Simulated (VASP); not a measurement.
La:

```
CELL_PARAMETERS angstrom
0.00000 3.69654 3.69654
3.69654 0.00000 3.69654
3.69654 3.69654 0.00000
ATOMIC_POSITIONS crystal
La 0.12500 0.12500 0.12500
La 0.87500 0.87500 0.87500
```

This isn't the form of La at room conditions, which is double hcp.

* Program: VASP 6.6.1
* Task: relaxation of cell and atoms
* Functional: r2SCAN
* Potentials or basis: VASP PAW PBE potentials, release 64 (La)
* Cutoff: 550 eV
* k mesh: 8 × 8 × 8
* Occupations: fermi-dirac, width 0.1 eV
* Spin: no spin polarisation

At the start: pressure -5.5 GPa; volume 50.51 Å³/atom.

Problem. How do energy, volume and symmetry change on relaxing?

Solution. Over 5 steps the energy falls by 358.1 meV/atom and the volume is 37.00 Å³/atom (-26.8 %); space group Fd-3m (No. 227, to 0.1 Å) before and after.

The path:
| step | energy change (eV) | largest force (eV/Å) | pressure (GPa) | volume (Å³) |
| --- | --- | --- | --- | --- |
| 1 | 0.0000 | 0.0000 | -5.47 | 101.02 |
| 2 | -0.6854 | 0.0000 | -2.26 | 77.83 |
| 3 | -0.7163 | 0.0000 | -0.12 | 73.82 |
| 4 | -0.7160 | 0.0000 | 0.26 | 73.34 |
| 5 | -0.7161 | 0.0000 | -0.02 | 74.00 |

Final structure:
```
La
1.0
     0.00000    3.33215    3.33215
     3.33215    0.00000    3.33215
     3.33215    3.33215    0.00000
La
2
Direct
  0.12500 0.12500 0.12500
  0.87500 0.87500 0.87500
```

Caveat: the volume moved by over 15 % at a fixed basis, so the end points are rough; the PAW data sets were made with another functional, which shifts forces and pressure a little.
